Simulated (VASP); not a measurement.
# FeSi (P2_13) in VASP: single point with PBE

Aim: the single point of FeSi with PBE.

All numbers are computed with VASP 6.6.1; they aren't measurements. Logs are shortened: lines on timing, memory, paths and dates and some standing lists are left out, and cuts for length are marked.

## Step 1: The cell of the first run

It takes space group P2_13 (No. 198, cubic). The conventional cell has a = 4.551 Å, b = 4.551 Å, c = 4.551 Å, α = 90.00°, β = 90.00°, γ = 90.00°. Within 3.1 Å of Fe (site symmetry 3) lie 7 Si at 2.32 to 2.55 Å and 6 Fe at 2.79 Å. Within 3.1 Å of Si (site symmetry 3) lie 7 Fe at 2.32 to 2.55 Å and 6 Si at 2.82 Å.

## Step 2: Single point, PBE

Input file INCAR:

```
ALGO = Normal ; EDIFF = 1E-6
ENCUT = 520 ; GGA = PE
ISIF = 2 ; ISMEAR = 0
LASPH = True ; LCHARG = False
LREAL = False ; LWAVE = False
NBANDS = 34 ; NELM = 100
PREC = Accurate ; SIGMA = 0.01
```

Input file KPOINTS:

```
k-points
0
Gamma
  10 10 10
```

Input file POSCAR:

```
FeSi
1.0
    4.5507000000      0.0000000000      0.0000000000
    0.0000000000      4.5507000000      0.0000000000
    0.0000000000      0.0000000000      4.5507000000
Fe Si
4 4
Direct
    0.1365200000      0.1365200000      0.1365200000
    0.3634800000      0.8634800000      0.6365200000
    0.6365200000      0.3634800000      0.8634800000
    0.8634800000      0.6365200000      0.3634800000
    0.8424000000      0.8424000000      0.8424000000
    0.6576000000      0.1576000000      0.3424000000
    0.3424000000      0.6576000000      0.1576000000
    0.1576000000      0.3424000000      0.6576000000
```

Potentials or basis: VASP PAW PBE potentials, release 64 (Fe, Si).

Started as:

```bash
cat potpaw_PBE.64/Fe/POTCAR potpaw_PBE.64/Si/POTCAR > POTCAR
mpirun -np 1 vasp_std > vasp.out
```

OUTCAR:

```text
EDIFF = 1E-6
   ENCUT = 520
   GGA = PE
   ISIF = 2
   ISMEAR = 0
   LASPH = True
   LREAL = False
   NELM = 100
   PREC = Accurate

 ion  position               nearest neighbor table
   1  0.137  0.137  0.137-   5 2.32   6 2.37   7 2.37   8 2.37   7 2.55   8 2.55   6 2.55   3 2.79
                             4 2.79   2 2.79   2 2.79   4 2.79   3 2.79
   2  0.363  0.863  0.637-   6 2.32   5 2.37   7 2.37   8 2.37   7 2.55   8 2.55   5 2.55   1 2.79
                             1 2.79   3 2.79   3 2.79   4 2.79   4 2.79
   3  0.637  0.363  0.863-   7 2.32   6 2.37   5 2.37   8 2.37   8 2.55   6 2.55   5 2.55   1 2.79
                             4 2.79   2 2.79   2 2.79   4 2.79   1 2.79
   4  0.863  0.637  0.363-   8 2.32   6 2.37   7 2.37   5 2.37   6 2.55   5 2.55   7 2.55   1 2.79
                             3 2.79   2 2.79   1 2.79   2 2.79   3 2.79
   5  0.842  0.842  0.842-   1 2.32   2 2.37   3 2.37   4 2.37   3 2.55   4 2.55   2 2.55   6 2.82
                             7 2.82   8 2.82   6 2.82   8 2.82   7 2.82
   6  0.658  0.158  0.342-   2 2.32   1 2.37   3 2.37   4 2.37   3 2.55   4 2.55   1 2.55   8 2.82
                             5 2.82   5 2.82   7 2.82   7 2.82   8 2.82
   7  0.342  0.658  0.158-   3 2.32   2 2.37   1 2.37   4 2.37   4 2.55   2 2.55   1 2.55   8 2.82
                             5 2.82   8 2.82   6 2.82   6 2.82   5 2.82
   8  0.158  0.342  0.658-   4 2.32   2 2.37   3 2.37   1 2.37   2 2.55   1 2.55   3 2.55   7 2.82
                             5 2.82   7 2.82   5 2.82   6 2.82   6 2.82

  LATTYP: Found a simple cubic cell.
 ALAT       =     4.5507000000

  Lattice vectors:

 A1 = (   4.5507000000,   0.0000000000,   0.0000000000)
 A2 = (   0.0000000000,   4.5507000000,   0.0000000000)
 A3 = (   0.0000000000,   0.0000000000,   4.5507000000)

Analysis of symmetry for initial positions (statically):
=====================================================================
 Subroutine PRICEL returns:
 Original cell was already a primitive cell.

 Routine SETGRP: Setting up the symmetry group for a
 simple cubic supercell.

 Subroutine GETGRP returns: Found 12 space group operations
 (whereof  3 operations were pure point group operations)
 out of a pool of 48 trial point group operations.

The static configuration has the point symmetry C_3 .
 The point group associated with its full space group is T   .

Analysis of symmetry for dynamics (positions and initial velocities):
=====================================================================
 Subroutine PRICEL returns:
 Original cell was already a primitive cell.

 Routine SETGRP: Setting up the symmetry group for a
 simple cubic supercell.

 Subroutine GETGRP returns: Found 12 space group operations
 (whereof  3 operations were pure point group operations)
 out of a pool of 48 trial point group operations.

The dynamic configuration has the point symmetry C_3 .
 The point group associated with its full space group is T   .

 Subroutine INISYM returns: Found 12 space group operations
 (whereof  3 operations are pure point group operations),
 and found     1 'primitive' translations

----------------------------------------------------------------------------------------

                                     Primitive cell

  volume of cell :      94.2399

  direct lattice vectors                    reciprocal lattice vectors
     4.550700000  0.000000000  0.000000000     0.219746413  0.000000000  0.000000000
     0.000000000  4.550700000  0.000000000     0.000000000  0.219746413  0.000000000
     0.000000000  0.000000000  4.550700000     0.000000000  0.000000000  0.219746413

  length of vectors
     4.550700000  4.550700000  4.550700000     0.219746413  0.219746413  0.219746413

  position of ions in fractional coordinates (direct lattice)
     0.136520000  0.136520000  0.136520000
     0.363480000  0.863480000  0.636520000
     0.636520000  0.363480000  0.863480000
     0.863480000  0.636520000  0.363480000
     0.842400000  0.842400000  0.842400000
     0.657600000  0.157600000  0.342400000
     0.342400000  0.657600000  0.157600000
     0.157600000  0.342400000  0.657600000

  ion indices of the primitive-cell ions
   primitive index   ion index
                 1           1
                 2           2
                 3           3
                 4           4
                 5           5
                 6           6
                 7           7
                 8           8

----------------------------------------------------------------------------------------

 KPOINTS: k-points

Automatic generation of k-mesh.
 Grid dimensions read from file:
 generate k-points for:   10   10   10

 Generating k-lattice:

  Cartesian coordinates                     Fractional coordinates (reciprocal lattice)
     0.021974641  0.000000000  0.000000000     0.100000000  0.000000000  0.000000000
     0.000000000  0.021974641  0.000000000     0.000000000  0.100000000  0.000000000
     0.000000000  0.000000000  0.021974641     0.000000000  0.000000000  0.100000000

  Length of vectors
     0.021974641  0.021974641  0.021974641

  Shift w.r.t. Gamma in fractional coordinates (k-lattice)
     0.000000000  0.000000000  0.000000000

 Subroutine IBZKPT returns following result:
 ===========================================

 Found     76 irreducible k-points:

 Following reciprocal coordinates:
            Coordinates               Weight
  0.000000  0.000000  0.000000      1.000000
  0.100000  0.000000  0.000000      6.000000
  0.200000  0.000000  0.000000      6.000000
  0.300000  0.000000  0.000000      6.000000
  0.400000  0.000000  0.000000      6.000000
  0.500000  0.000000  0.000000      3.000000
[... 16 lines left out ...]
  0.300000  0.300000  0.000000     12.000000
  0.400000  0.300000  0.000000     12.000000
 [... further k-points ...]
   k-points           NKPTS =     76   k-points in BZ     NKDIM =     76   number of bands    NBANDS=     34
   number of dos      NEDOS =    301   number of ions     NIONS =      8
   total plane-waves  NPLWV =  46656
   dimension x,y,z NGX =    36 NGY =   36 NGZ =   36
   dimension x,y,z NGXF=    72 NGYF=   72 NGZF=   72
   ions per type =               4   4
   NGX,Y,Z   is equivalent  to a cutoff of  13.15, 13.15, 13.15 a.u.
   NGXF,Y,Z  is equivalent  to a cutoff of  26.30, 26.30, 26.30 a.u.
 SYSTEM =  unknown system
   PREC   = accura    normal or accurate (medium, high low for compatibility)
   ISTART =      0    job   : 0-new  1-cont  2-samecut
   ICHARG =      2    charge: 1-file 2-atom 10-const
   ISPIN  =      1    spin polarized calculation?
   LNONCOLLINEAR =      F non collinear calculations
   LSORBIT =      F    spin-orbit coupling
   LASPH  =      T    aspherical Exc in radial PAW
   ENCUT  =  520.0 eV  38.22 Ry    6.18 a.u.   8.46  8.46  8.46*2*pi/ulx,y,z
   NELM   =    100;   NELMIN=  2; NELMDL= -5     # of ELM steps
   EDIFF  = 0.1E-05   stopping-criterion for ELM
   LREAL  =      F    real-space projection
   EDIFFG = 0.1E-04   stopping-criterion for IOM
   NSW    =      0    number of steps for IOM
   IBRION =     -1    ionic relax: 0-MD 1-quasi-New 2-CG
   NFREE  =      0    steps in history (QN), initial steepest desc. (CG)
   ISIF   =      2    stress and relaxation
   ISYM   =      2    0-nonsym 1-usesym 2-fastsym
   POTIM  = 0.5000    time-step for ionic-motion
   TEBEG  =    0.0;   TEEND  =   0.0 temperature during run
   PSTRESS=    0.0 pullay stress
   NELECT =      48.0000    total number of electrons
   NUPDOWN=      -1.0000    fix difference up-down
   EMIN   =  10.00;   EMAX   =-10.00  energy-range for DOS
   EFERMI =   0.00;   METHOD = LEGACY
   ISMEAR =     0;   SIGMA  =   0.01  broadening in eV -4-tet -1-fermi 0-gaus
   EFERMI_NEDOS =   21; number of points for ismear=-14 and -15
   IALGO  =     38    algorithm
   IMIX   =      4    mixing-type and parameters
     AMIX     =   0.40;   BMIX     =  1.00
     AMIX_MAG =   1.60;   BMIX_MAG =  1.00
  volume/ion in A,a.u.               =      11.78        79.50
  Fermi-wavevector in a.u.,A,eV,Ry     =   1.307406  2.470639 23.256570  1.709310
  Thomas-Fermi vector in A             =   2.438142
   LORBIT       =      0    0 simple, 1 ext, 2 COOP (PROOUT), +10 PAW based schemes
   GGA     = PE    functional components
   LHFCALC =     F    Hartree Fock is set to
   AEXX    =    0.0000 exact exchange contribution
   IVDW    =     0    specifies the selected vdW correction
   LEPSILON=     F    determine dielectric tensor
   LRPA    =     F    only Hartree local field effects (RPA)
 non-spin polarized calculation
 Gauss-broadening in eV      SIGMA  =   0.01
  energy-cutoff  :      520.00
  volume of cell :       94.24
 maximum number of plane-waves:      2560
 NGX is ok and might be reduce to    36
   NGX = 17   NGY = 17   NGZ = 17

 number of electron      47.9999995 magnetization

 Free energy of the ion-electron system (eV)
  ---------------------------------------------------
  ext. energy  EPLUGINS =         0.00000000
  ---------------------------------------------------
  free energy    TOTEN  =       -58.49188950 eV

  energy without entropy =      -58.49188950  energy(sigma->0) =      -58.49188950

 E-fermi :   8.9654     XC(G=0): -12.4635

 val. band max:        8.8870438862   @ k =   0.3000   0.1000   0.1000
 cond. band min:       9.0124978900   @ k =  -0.2000   0.3000   0.0000
 fundamental gap:      0.1254540038
 Fermi energy:         8.9653771845

 k-point     1 :       0.0000    0.0000    0.0000
  band No.  band energies     occupation
      1      -3.8569      2.00000
      2       1.2618      2.00000
      3       1.2618      2.00000
      4       1.2618      2.00000
      5       4.0944      2.00000
      6       4.0944      2.00000
[... 26 lines left out ...]
     33      12.8533      0.00000
     34      12.8533      0.00000

 k-point     2 :       0.1000    0.0000    0.0000
  band No.  band energies     occupation
      1      -3.7866      2.00000
      2       0.6864      2.00000
      3       1.3054      2.00000
      4       1.7120      2.00000
      5       3.7272      2.00000
      6       4.1391      2.00000
[... 26 lines left out ...]
     33      12.9513      0.00000
     34      13.0054      0.00000
[... 775 lines left out ...]
     33      12.7755      0.00000
     34      12.9413      0.00000

 k-point    24 :       0.4000    0.3000    0.0000
  band No.  band energies     occupation
      1      -2.1820      2.00000
      2      -1.0549      2.00000
      3       0.5061      2.00000
      4       1.4144      2.00000
      5       3.8777      2.00000
      6       4.0598      2.00000
[... 26 lines left out ...]
     33      12.6749      0.00000
     34      13.1811      0.00000

 [... further k-points ...]
[... 5 lines left out ...]
  --------------------------------------------------------------------------------------
  -------------------------------------------------------------------------------------
  Total       -8.0344240     -8.0344240     -8.0344240      0.0000000      0.0000000      0.0000000
  in kB     -136.5937139   -136.5937139   -136.5937139      0.0000000      0.0000000      0.0000000
  external PRESSURE =    -136.5937139 kB  Pullay stress =       0.0000000 kB

 VOLUME and BASIS-vectors are now :
 -----------------------------------------------------------------------------
  energy-cutoff  :      520.00
  volume of cell :       94.24
      direct lattice vectors                 reciprocal lattice vectors
     4.550700000  0.000000000  0.000000000     0.219746413  0.000000000  0.000000000
     0.000000000  4.550700000  0.000000000     0.000000000  0.219746413  0.000000000
     0.000000000  0.000000000  4.550700000     0.000000000  0.000000000  0.219746413

 POSITION                                       TOTAL-FORCE (eV/Angst)
 -----------------------------------------------------------------------------------
      0.62126      0.62126      0.62126        -0.136407     -0.136407     -0.136407
      1.65409      3.92944      2.89661         0.136407      0.136407     -0.136407
      2.89661      1.65409      3.92944        -0.136407      0.136407      0.136407
      3.92944      2.89661      1.65409         0.136407     -0.136407      0.136407
      3.83351      3.83351      3.83351        -0.163152     -0.163152     -0.163152
      2.99254      0.71719      1.55816         0.163152      0.163152     -0.163152
      1.55816      2.99254      0.71719        -0.163152      0.163152      0.163152
      0.71719      1.55816      2.99254         0.163152     -0.163152      0.163152
 -----------------------------------------------------------------------------------
    total drift:                               -0.000001     -0.000001      0.000000

  FREE ENERGIE OF THE ION-ELECTRON SYSTEM (eV)
  ---------------------------------------------------
  free  energy   TOTEN  =       -58.4918895025 eV

  energy  without entropy=      -58.4918895025  energy(sigma->0) =      -58.49188950
```

Wall time 5.8 min (1 thread of Intel Xeon 8259CL, shared host); peak memory 0.33 GiB.

Results:

* Free energy: -58.4919 eV
* Pressure: -13.7 GPa
* Largest force: 0.283 eV/Å
* Band gap on the k mesh: 0.13 eV (least direct gap 0.15 eV)

Forces in eV/Å, atoms in the order of the input:
```
Fe  -0.136 -0.136 -0.136
Fe   0.136  0.136 -0.136
Fe  -0.136  0.136  0.136
Fe   0.136 -0.136  0.136
Si  -0.163 -0.163 -0.163
Si   0.163  0.163 -0.163
Si  -0.163  0.163  0.163
Si   0.163 -0.163  0.163
```

Levels at points of the mesh, in eV from the valence-band top:
```tsv
k point	band 20	band 21	band 22	band 23	band 24	band 25	band 26	band 27	band 28	band 29
(0.00, 0.00, 0.00)	-0.26	-0.26	-0.26	-0.04	-0.04	0.56	0.56	0.56	2.67	2.67
(0.50, 0.00, 0.00)	-1.13	-0.34	-0.34	-0.02	-0.02	0.15	0.15	1.55	1.55	1.93
(0.50, 0.50, 0.00)	-1.15	-0.93	-0.93	-0.32	-0.32	0.56	0.56	1.14	1.14	2.38
(0.50, 0.50, 0.50)	-0.65	-0.62	-0.62	-0.62	-0.62	0.43	0.43	0.43	0.43	5.16
```

Caveat: the cell stands under tension. Spin polarisation is off, so any magnetic state and its effect on volume and gap are missing.
